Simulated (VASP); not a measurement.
Runs of VASP 6.6.1 on PbS. The structure is that of space group R3m (No. 160), or close to it. The cells are those of the table. 

| cell | pressure (GPa) | largest force (eV/Å) |
| --- | --- | --- |
| a = 4.485 Å, angles 56.2°, 2 atoms | -4.8 | (a) |
| a = 4.474 Å, angles 57.5°, 2 atoms | -6.1 | (b) |
| a = 4.140 Å, angles 61.3°, 2 atoms | 3.9 | 1.06 |
| a = 4.049 Å, angles 61.4°, 2 atoms | 5.1 | 0.45 |

Alike in all rows: task single point; level PBEsol; potentials or basis VASP PAW PBE potentials, release 64 (Pb_d, S); no spin polarisation; k mesh 9 × 9 × 9; cutoff (eV) 520; smearing gaussian 0.02 eV.

Fill in the values left out.

(a) 0.17; (b) 0.18.

Caveats: the PAW data sets were made with another functional, which shifts forces and pressure a little.
